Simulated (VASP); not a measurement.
# BP (F-43m) in VASP: notebook

Runs on BP. Level: LDA. Tasks: single point.

Program: VASP 6.6.1. These are calculated values, not measurements. Logs are shortened: lines on timing, memory, paths and dates and some standing lists are left out, and cuts for length are marked.

**1. The cell of the first run**

Symmetry: F-43m, No. 216, cubic system. Conventional cell: a = 4.338 Å, b = 4.338 Å, c = 4.338 Å, α = 90.00°, β = 90.00°, γ = 90.00°. Within 2.5 Å of B (site symmetry -43m) lie 4 P at 1.88 Å. Within 2.5 Å of P (site symmetry -43m) lie 4 B at 1.88 Å.

**2. Single point, LDA**

Contents of INCAR:

```
PREC = Accurate
ENCUT = 500
EDIFF = 1E-6
ISMEAR = 0
SIGMA = 0.01
LREAL = F
LASPH = T
NELM = 120
ALGO = Normal
ISIF = 2
LWAVE = F
LCHARG = F
NBANDS = 11
GGA_COMPAT = F
```

Contents of KPOINTS:

```
regular mesh
0
Gamma
  10 10 10
```

Contents of POSCAR:

```
BP
1.0
    0.0000000000      2.1692282038      2.1692282038
    2.1692282038      0.0000000000      2.1692282038
    2.1692282038      2.1692282038      0.0000000000
B P
1 1
Direct
    0.0000000000      0.0000000000      0.0000000000
    0.7500000000      0.7500000000      0.7500000000
```

Potentials or basis: VASP PAW LDA potentials, release 64 (B, P).

Run with:

```console
cat potpaw_LDA.64/B/POTCAR potpaw_LDA.64/P/POTCAR > POTCAR
mpirun -np 1 vasp_std > vasp.out
```

OUTCAR:

```text
PREC = Accurate
   ENCUT = 500
   EDIFF = 1E-6
   ISMEAR = 0
   LREAL = F
   LASPH = T
   NELM = 120
   ISIF = 2

 ion  position               nearest neighbor table
   1  0.000  0.000  0.000-   2 1.88   2 1.88   2 1.88   2 1.88
   2  0.750  0.750  0.750-   1 1.88   1 1.88   1 1.88   1 1.88

  LATTYP: Found a face centered cubic cell.
 ALAT       =     4.3384564076

  Lattice vectors:

 A1 = (   0.0000000000,   2.1692282038,   2.1692282038)
 A2 = (   2.1692282038,   0.0000000000,   2.1692282038)
 A3 = (   2.1692282038,   2.1692282038,   0.0000000000)

Analysis of symmetry for initial positions (statically):
=====================================================================
 Subroutine PRICEL returns:
 Original cell was already a primitive cell.

 Routine SETGRP: Setting up the symmetry group for a
 face centered cubic supercell.

 Subroutine GETGRP returns: Found 24 space group operations
 (whereof 24 operations were pure point group operations)
 out of a pool of 48 trial point group operations.

The static configuration has the point symmetry T_d .

Analysis of symmetry for dynamics (positions and initial velocities):
=====================================================================
 Subroutine PRICEL returns:
 Original cell was already a primitive cell.

 Routine SETGRP: Setting up the symmetry group for a
 face centered cubic supercell.

 Subroutine GETGRP returns: Found 24 space group operations
 (whereof 24 operations were pure point group operations)
 out of a pool of 48 trial point group operations.

The dynamic configuration has the point symmetry T_d .

 Subroutine INISYM returns: Found 24 space group operations
 (whereof 24 operations are pure point group operations),
 and found     1 'primitive' translations

----------------------------------------------------------------------------------------

                                     Primitive cell

  volume of cell :      20.4148

  direct lattice vectors                    reciprocal lattice vectors
     0.000000000  2.169228204  2.169228204    -0.230496726  0.230496726  0.230496726
     2.169228204  0.000000000  2.169228204     0.230496726 -0.230496726  0.230496726
     2.169228204  2.169228204  0.000000000     0.230496726  0.230496726 -0.230496726

  length of vectors
     3.067751946  3.067751946  3.067751946     0.399232041  0.399232041  0.399232041

  position of ions in fractional coordinates (direct lattice)
     0.000000000  0.000000000  0.000000000
     0.750000000  0.750000000  0.750000000

  ion indices of the primitive-cell ions
   primitive index   ion index
                 1           1
                 2           2

----------------------------------------------------------------------------------------

 KPOINTS: regular mesh

Automatic generation of k-mesh.
 Grid dimensions read from file:
 generate k-points for:   10   10   10

 Generating k-lattice:

  Cartesian coordinates                     Fractional coordinates (reciprocal lattice)
    -0.023049673  0.023049673  0.023049673     0.100000000  0.000000000  0.000000000
     0.023049673 -0.023049673  0.023049673     0.000000000  0.100000000  0.000000000
     0.023049673  0.023049673 -0.023049673     0.000000000  0.000000000  0.100000000

  Length of vectors
     0.039923204  0.039923204  0.039923204

  Shift w.r.t. Gamma in fractional coordinates (k-lattice)
     0.000000000  0.000000000  0.000000000

 Subroutine IBZKPT returns following result:
 ===========================================

 Found     47 irreducible k-points:

 Following reciprocal coordinates:
            Coordinates               Weight
  0.000000  0.000000  0.000000      1.000000
  0.100000  0.000000  0.000000      8.000000
  0.200000  0.000000  0.000000      8.000000
  0.300000  0.000000  0.000000      8.000000
  0.400000  0.000000  0.000000      8.000000
  0.500000  0.000000  0.000000      4.000000
[... 16 lines left out ...]
  0.300000  0.300000  0.000000      6.000000
  0.400000  0.300000  0.000000     24.000000
 [... further k-points ...]
   k-points           NKPTS =     47   k-points in BZ     NKDIM =     47   number of bands    NBANDS=     11
   number of dos      NEDOS =    301   number of ions     NIONS =      2
   total plane-waves  NPLWV =  13824
   dimension x,y,z NGX =    24 NGY =   24 NGZ =   24
   dimension x,y,z NGXF=    48 NGYF=   48 NGZF=   48
   ions per type =               1   1
   NGX,Y,Z   is equivalent  to a cutoff of  13.01, 13.01, 13.01 a.u.
   NGXF,Y,Z  is equivalent  to a cutoff of  26.01, 26.01, 26.01 a.u.
 SYSTEM =  unknown system
   PREC   = accura    normal or accurate (medium, high low for compatibility)
   ISTART =      0    job   : 0-new  1-cont  2-samecut
   ICHARG =      2    charge: 1-file 2-atom 10-const
   ISPIN  =      1    spin polarized calculation?
   LNONCOLLINEAR =      F non collinear calculations
   LSORBIT =      F    spin-orbit coupling
   LASPH  =      T    aspherical Exc in radial PAW
   ENCUT  =  500.0 eV  36.75 Ry    6.06 a.u.   5.59  5.59  5.59*2*pi/ulx,y,z
   NELM   =    120;   NELMIN=  2; NELMDL= -5     # of ELM steps
   EDIFF  = 0.1E-05   stopping-criterion for ELM
   LREAL  =      F    real-space projection
   EDIFFG = 0.1E-04   stopping-criterion for IOM
   NSW    =      0    number of steps for IOM
   IBRION =     -1    ionic relax: 0-MD 1-quasi-New 2-CG
   NFREE  =      0    steps in history (QN), initial steepest desc. (CG)
   ISIF   =      2    stress and relaxation
   ISYM   =      2    0-nonsym 1-usesym 2-fastsym
   POTIM  = 0.5000    time-step for ionic-motion
   TEBEG  =    0.0;   TEEND  =   0.0 temperature during run
   PSTRESS=    0.0 pullay stress
   NELECT =       8.0000    total number of electrons
   NUPDOWN=      -1.0000    fix difference up-down
   EMIN   =  10.00;   EMAX   =-10.00  energy-range for DOS
   EFERMI =   0.00;   METHOD = LEGACY
   ISMEAR =     0;   SIGMA  =   0.01  broadening in eV -4-tet -1-fermi 0-gaus
   EFERMI_NEDOS =   21; number of points for ismear=-14 and -15
   IALGO  =     38    algorithm
   IMIX   =      4    mixing-type and parameters
     AMIX     =   0.40;   BMIX     =  1.00
     AMIX_MAG =   1.60;   BMIX_MAG =  1.00
  volume/ion in A,a.u.               =      10.21        68.88
  Fermi-wavevector in a.u.,A,eV,Ry     =   1.197998  2.263889 19.527085  1.435200
  Thomas-Fermi vector in A             =   2.333899
   LORBIT       =      0    0 simple, 1 ext, 2 COOP (PROOUT), +10 PAW based schemes
   GGA     = CA    functional components
   LHFCALC =     F    Hartree Fock is set to
   AEXX    =    0.0000 exact exchange contribution
   IVDW    =     0    specifies the selected vdW correction
   LEPSILON=     F    determine dielectric tensor
   LRPA    =     F    only Hartree local field effects (RPA)
 non-spin polarized calculation
 Gauss-broadening in eV      SIGMA  =   0.01
  energy-cutoff  :      500.00
  volume of cell :       20.41
 maximum number of plane-waves:       534
 NGX is ok and might be reduce to    24
   NGX = 11   NGY = 11   NGZ = 11

 number of electron       7.9999999 magnetization

 Free energy of the ion-electron system (eV)
  ---------------------------------------------------
  ext. energy  EPLUGINS =         0.00000000
  ---------------------------------------------------
  free energy    TOTEN  =       -14.25944086 eV

  energy without entropy =      -14.25944086  energy(sigma->0) =      -14.25944086

 E-fermi :   9.1849     XC(G=0): -11.6538

 val. band max:        9.0877032308   @ k =   0.0000   0.0000   0.0000
 cond. band min:      10.1145790774   @ k =   0.4000   0.4000   0.0000
 fundamental gap:      1.0268758466
 Fermi energy:         9.1849093572

 k-point     1 :       0.0000    0.0000    0.0000
  band No.  band energies     occupation
      1      -7.5368      2.00000
      2       9.0877      2.00000
      3       9.0877      2.00000
      4       9.0877      2.00000
      5      12.7168      0.00000
      6      12.7168      0.00000
      7      12.7168      0.00000
      8      18.5911      0.00000
      9      21.3814      0.00000
     10      21.6909      0.00000
     11      21.6909      0.00000

 k-point     2 :       0.1000    0.0000    0.0000
  band No.  band energies     occupation
      1      -7.3364      2.00000
      2       7.6974      2.00000
      3       8.7623      2.00000
      4       8.7623      2.00000
      5      13.1696      0.00000
      6      13.1696      0.00000
      7      13.2677      0.00000
      8      18.9302      0.00000
      9      20.8834      0.00000
     10      20.8834      0.00000
     11      22.0269      0.00000

 k-point     3 :       0.2000    0.0000    0.0000
  band No.  band energies     occupation
      1      -6.7411      2.00000
      2       5.1644      2.00000
      3       8.1535      2.00000
      4       8.1535      2.00000
      5      13.6950      0.00000
      6      13.9293      0.00000
      7      13.9293      0.00000
      8      19.5561      0.00000
      9      20.2091      0.00000
     10      20.2091      0.00000
     11      23.0023      0.00000

 k-point     4 :       0.3000    0.0000    0.0000
  band No.  band energies     occupation
      1      -5.7754      2.00000
      2       2.5765      2.00000
      3       7.6281      2.00000
      4       7.6281      2.00000
      5      13.7672      0.00000
      6      14.1724      0.00000
      7      14.1724      0.00000
      8      19.7831      0.00000
      9      20.9328      0.00000
     10      20.9328      0.00000
     11      23.5524      0.00000

 k-point     5 :       0.4000    0.0000    0.0000
  band No.  band energies     occupation
      1      -4.5355      2.00000
      2       0.3037      2.00000
      3       7.2987      2.00000
      4       7.2987      2.00000
      5      13.7394      0.00000
      6      13.9873      0.00000
      7      13.9873      0.00000
      8      19.6126      0.00000
      9      22.8884      0.00000
     10      22.8884      0.00000
     11      24.4977      0.00000
[... 211 lines left out ...]
 k-point    21 :      -0.3000    0.2000    0.0000
  band No.  band energies     occupation
      1      -4.3014      2.00000
      2       1.5500      2.00000
      3       3.9569      2.00000
      4       6.9847      2.00000
      5      13.0801      0.00000
      6      15.5955      0.00000
      7      16.6999      0.00000
      8      19.3959      0.00000
      9      19.7628      0.00000
     10      22.6469      0.00000
     11      27.2513      0.00000

 k-point    22 :      -0.2000    0.2000    0.0000
  band No.  band energies     occupation
      1      -5.4501      2.00000
      2       3.5568      2.00000
      3       4.4014      2.00000
      4       7.7511      2.00000
      5      13.8400      0.00000
      6      14.7613      0.00000
      7      16.0512      0.00000
      8      18.3321      0.00000
      9      18.7071      0.00000
     10      23.6301      0.00000
     11      26.6254      0.00000

 k-point    23 :       0.3000    0.3000    0.0000
  band No.  band energies     occupation
      1      -5.1767      2.00000
      2       4.2011      2.00000
      3       5.4849      2.00000
      4       5.4849      2.00000
      5      10.4892      0.00000
      6      12.8403      0.00000
      7      18.7776      0.00000
      8      18.7776      0.00000
      9      23.8932      0.00000
     10      24.1706      0.00000
     11      27.2894      0.00000

 k-point    24 :       0.4000    0.3000    0.0000
  band No.  band energies     occupation
      1      -4.2420      2.00000
      2       2.7151      2.00000
      3       4.5418      2.00000
      4       5.1617      2.00000
      5      10.7624      0.00000
      6      12.5979      0.00000
      7      19.3925      0.00000
      8      19.5394      0.00000
      9      24.5612      0.00000
     10      25.1915      0.00000
     11      28.0499      0.00000

 [... further k-points ...]
[... 5 lines left out ...]
  --------------------------------------------------------------------------------------
  -------------------------------------------------------------------------------------
  Total        2.7784862      2.7784862      2.7784862     -0.0000000      0.0000000     -0.0000000
  in kB      218.0585435    218.0585435    218.0585435     -0.0000000      0.0000000     -0.0000000
  external PRESSURE =     218.0585435 kB  Pullay stress =       0.0000000 kB

 VOLUME and BASIS-vectors are now :
 -----------------------------------------------------------------------------
  energy-cutoff  :      500.00
  volume of cell :       20.41
      direct lattice vectors                 reciprocal lattice vectors
     0.000000000  2.169228204  2.169228204    -0.230496726  0.230496726  0.230496726
     2.169228204  0.000000000  2.169228204     0.230496726 -0.230496726  0.230496726
     2.169228204  2.169228204  0.000000000     0.230496726  0.230496726 -0.230496726

 POSITION                                       TOTAL-FORCE (eV/Angst)
 -----------------------------------------------------------------------------------
      0.00000      0.00000      0.00000         0.000000     -0.000000      0.000000
      3.25384      3.25384      3.25384        -0.000000      0.000000     -0.000000
 -----------------------------------------------------------------------------------
    total drift:                               -0.000000     -0.000000     -0.000000

  FREE ENERGIE OF THE ION-ELECTRON SYSTEM (eV)
  ---------------------------------------------------
  free  energy   TOTEN  =       -14.2594408555 eV

  energy  without entropy=      -14.2594408555  energy(sigma->0) =      -14.25944086
```

Wall time 11 s (1 thread of Intel Xeon 8259CL, shared host); peak memory 0.13 GiB.

Results:

| Property | Result |
| --- | --- |
| Free energy | -14.2594 eV |
| Pressure | 21.8 GPa |
| Band gap on the k mesh | 1.03 eV, indirect (least direct gap 3.63 eV) |

**3. Single point, LDA**

This run uses another cell than the first one, of 10.70 Å³/atom, 1.048 times its volume.

Contents of INCAR:

```
ALGO = Normal
EDIFF = 1E-6
ENCUT = 500
GGA_COMPAT = F
ISIF = 2
ISMEAR = 0
LASPH = T
LCHARG = F
LREAL = F
LWAVE = F
NBANDS = 11
NELM = 120
PREC = Accurate
SIGMA = 0.01
```

Contents of KPOINTS:

```
k-points
0
Gamma
  10 10 10
```

Contents of POSCAR:

```
BP
1.0
    0.0000000000      2.2034501388      2.2034501388
    2.2034501388      0.0000000000      2.2034501388
    2.2034501388      2.2034501388      0.0000000000
B P
1 1
Direct
    0.0000000000      0.0000000000      0.0000000000
    0.7500000000      0.7500000000      0.7500000000
```

Potentials or basis: VASP PAW LDA potentials, release 64 (B, P).

Run with:

```console
cat potpaw_LDA.64/B/POTCAR potpaw_LDA.64/P/POTCAR > POTCAR
mpirun -np 1 vasp_std > vasp.out
```

Wall time 12 s (1 thread of Intel Xeon 8259CL, shared host); peak memory 0.13 GiB.

It converged, with:

```yaml
Free_energy: -14.3588 eV
Pressure: 10.9 GPa
Band_gap_on_the_k_mesh: 1.08 eV, indirect (least direct gap 3.53 eV)
```

Levels at points of the mesh, in eV from the valence-band top:
| k point | band 2 | band 3 | band 4 | band 5 | band 6 | band 7 |
| --- | --- | --- | --- | --- | --- | --- |
| (0.00, 0.00, 0.00) | 0.00 | 0.00 | 0.00 | 3.53 | 3.53 | 3.53 |
| (0.50, 0.00, 0.00) | -9.65 | -1.85 | -1.85 | 4.33 | 4.74 | 4.74 |
| (0.50, 0.50, 0.00) | -8.94 | -4.42 | -4.42 | 1.14 | 1.49 | 12.84 |

**4. Single point, LDA**

This run uses another cell than the first one, of 11.09 Å³/atom, 1.087 times its volume.

Contents of INCAR:

```
PREC = Accurate ; ENCUT = 500
EDIFF = 1E-6 ; ISMEAR = 0
SIGMA = 0.01 ; LREAL = False
LASPH = True ; NELM = 120
ALGO = Normal ; ISIF = 2
LWAVE = False ; LCHARG = True
GGA = CA ; LELF = True
LVHAR = True ; NBANDS = 11
GGA_COMPAT = False
```

Contents of KPOINTS:

```
Automatic mesh
0
Gamma
  10 10 10
```

Contents of POSCAR:

```
BP
1.0
    0.0000000000      2.2301628116      2.2301628116
    2.2301628116      0.0000000000      2.2301628116
    2.2301628116      2.2301628116      0.0000000000
B P
1 1
Direct
    0.0000000000      0.0000000000      0.0000000000
    0.7500000000      0.7500000000      0.7500000000
```

Run with:

```console
cat potpaw_LDA.64/B/POTCAR potpaw_LDA.64/P/POTCAR > POTCAR
mpirun -np 1 vasp_std > vasp.out
```

Run time: 14 s. Hardware: 1 thread of Intel Xeon 8259CL, shared host; peak memory 0.12 GiB.

Results (log left out):

```
Free energy            : -14.3941 eV
Pressure               : 3.6 GPa
Band gap on the k mesh : 1.13 eV, indirect (least direct gap 3.46 eV)
```

Levels at points of the mesh, in eV from the valence-band top:
```tsv
k point	band 1	band 2	band 3	band 4	band 5	band 6	band 7	band 8	band 9
(0.00, 0.00, 0.00)	-15.85	0.00	0.00	0.00	3.46	3.46	3.46	8.17	11.63
(0.50, 0.00, 0.00)	-12.32	-9.38	-1.81	-1.81	4.10	4.72	4.72	10.11	14.92
(0.50, 0.50, 0.00)	-10.75	-8.75	-4.29	-4.29	1.21	1.51	12.49	12.49	15.61
```

**5. Single point, LDA**

Contents of INCAR:

```
PREC     = Accurate       # precision mode
ENCUT    = 500            # plane-wave cutoff, eV
EDIFF    = 1E-6           # SCF threshold, eV
ISMEAR   = 0              # smearing method
SIGMA    = 0.01           # smearing width, eV
LREAL    = F              # projectors in reciprocal space
LASPH    = T              # aspherical terms in the spheres
NELM     = 120            # most SCF steps
ALGO     = Normal         # electronic algorithm
ISIF     = 2              # what is computed and relaxed
LWAVE    = F              # write WAVECAR
LCHARG   = F              # write CHGCAR
NBANDS   = 11             # bands
GGA_COMPAT= F
```

Contents of KPOINTS:

```
Automatic mesh
0
Gamma
  12 12 12
```

Contents of POSCAR:

```
BP
1.0
    0.0000000000      2.1692282038      2.1692282038
    2.1692282038      0.0000000000      2.1692282038
    2.1692282038      2.1692282038      0.0000000000
B P
1 1
Direct
    0.0000000000      0.0000000000      0.0000000000
    0.7500000000      0.7500000000      0.7500000000
```

Run with:

```console
cat potpaw_LDA.64/B/POTCAR potpaw_LDA.64/P/POTCAR > POTCAR
mpirun -np 1 vasp_std > vasp.out
```

Wall time 19 s (1 thread of Intel Xeon 8259CL, shared host); peak memory 0.13 GiB.

It converged, with:

| Quantity | Value |
| --- | --- |
| Free energy | -14.2598 eV |
| Pressure | 21.8 GPa |
| Band gap on the k mesh | 1.01 eV, indirect (least direct gap 3.63 eV) |

Levels at points of the mesh, in eV from the valence-band top:
| k point | band 1 | band 2 | band 3 | band 4 | band 5 | band 6 | band 7 | band 8 |
| --- | --- | --- | --- | --- | --- | --- | --- | --- |
| (0.00, 0.00, 0.00) | -16.62 | 0.00 | 0.00 | 0.00 | 3.63 | 3.63 | 3.63 | 9.50 |
| (0.50, 0.00, 0.00) | -12.75 | -10.01 | -1.90 | -1.90 | 4.63 | 4.78 | 4.78 | 10.41 |
| (0.50, 0.50, 0.00) | -11.07 | -9.19 | -4.59 | -4.59 | 1.04 | 1.46 | 13.30 | 13.30 |

**6. Overview**

```tsv
cell	k mesh	gap on the mesh (eV)	pressure (GPa)
a = 3.068 Å, angles 60.0°, 2 atoms	10 × 10 × 10	1.03	21.8
a = 3.116 Å, angles 60.0°, 2 atoms	10 × 10 × 10	1.08	10.9
a = 3.154 Å, angles 60.0°, 2 atoms	10 × 10 × 10	1.13	3.6
a = 3.068 Å, angles 60.0°, 2 atoms	12 × 12 × 12	1.01	21.8
```

Alike in all rows: task single point; level LDA; potentials or basis VASP PAW LDA potentials, release 64 (B, P); no spin polarisation; cutoff (eV) 500; smearing gaussian 0.01 eV.

Absolute energies hang on the potentials; compare differences alone.
